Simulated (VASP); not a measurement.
LiGa:

```
CELL_PARAMETERS angstrom
0.00000 3.08450 3.08450
3.08450 0.00000 3.08450
3.08450 3.08450 0.00000
ATOMIC_POSITIONS crystal
Li 0.50000 0.50000 0.50000
Li 0.75000 0.75000 0.75000
Ga 0.00000 0.00000 0.00000
Ga 0.25000 0.25000 0.25000
```

- Program: VASP 6.6.1
- Task: relaxation of volume and atoms at fixed shape
- Functional: LDA
- Potentials or basis: VASP PAW LDA potentials, release 64 (Li_sv, Ga_d)
- Cutoff: 600 eV
- k mesh: 6 × 6 × 6
- Occupations: fermi-dirac, width 0.05 eV
- Spin: no spin polarisation

At the start: pressure -3.2 GPa; volume 14.67 Å³/atom.

**Question.** How do energy, volume and symmetry change on relaxing?

**Answer.** Over 3 steps the energy falls by 10.1 meV/atom and the volume is 13.74 Å³/atom (-6.3 %); space group Fd-3m (No. 227, to 0.1 Å) before and after.

The path:
```tsv
step	energy change (eV)	largest force (eV/Å)	pressure (GPa)	volume (Å³)
1	0.0000	0.0000	-3.19	58.69
2	-0.0348	0.0000	-1.29	56.25
3	-0.0403	0.0000	-0.07	54.97
```

Final structure:
```
CELL_PARAMETERS angstrom
0.00000 3.01793 3.01793
3.01793 0.00000 3.01793
3.01793 3.01793 0.00000
ATOMIC_POSITIONS crystal
Li 0.50000 0.50000 0.50000
Li 0.75000 0.75000 0.75000
Ga 0.00000 0.00000 0.00000
Ga 0.25000 0.25000 0.25000
```

Caveat: the cutoff is under 1.25 times the usual one of these potentials, so pressure, stress and relaxed cells hold a basis-set (Pulay) error.
